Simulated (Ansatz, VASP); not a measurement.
**W3S8 in VASP and in Ansatz**

```
CELL_PARAMETERS angstrom
6.31865 0.00000 0.00000
-3.15933 5.47211 0.00000
0.00000 0.00000 20.15213
ATOMIC_POSITIONS crystal
S 0.33377 0.16623 0.42265
S 0.33377 0.66754 0.42265
S 0.83246 0.16623 0.42265
S 0.83333 0.66667 0.42392
S 0.33377 0.16623 0.57735
S 0.33377 0.66754 0.57735
S 0.83246 0.16623 0.57735
S 0.83333 0.66667 0.57608
W 0.17724 0.83862 0.50000
W 0.66138 0.32276 0.50000
W 0.66138 0.83862 0.50000
```

Change from the starting cell: W vacancy, atoms relaxed.

Alike in both runs: functional PBE; dispersion D3(BJ); k mesh 6 × 6 × 1; occupations gaussian, width 0.05 eV; collinear spin.

Ansatz relaxed the structure, and its values are those at the end. VASP's run is a single point on that final structure, the one shown.

|  | VASP | Ansatz |
| --- | --- | --- |
| version | VASP 6.6.1 | Ansatz 0.2.0 |
| potentials or method | VASP PAW PBE potentials, release 64 (S, W_sv), cutoff 520 eV | scalar-relativistic, plane waves, PAW |
| valence electrons in the cell | 90 | 90 |

|  | VASP | Ansatz | Ansatz less VASP |
| --- | --- | --- | --- |
| gap on the k mesh at the Fermi level (eV) | none | none | - |
| rms of the force components (eV/Å) | 0.040 | 0.022 | -0.0187 |
| net moment per atom (μB) | 0.08 | 0.12 | +0.046 |
| size of the moment on the site where the two differ most (μB) | 0.09 | 0.13 | +0.041 |

Site moments also hang on the region over which each program counts them. A gap of «none» marks a metal or a gap that the smearing closes.

Spin-orbit coupling is off throughout.
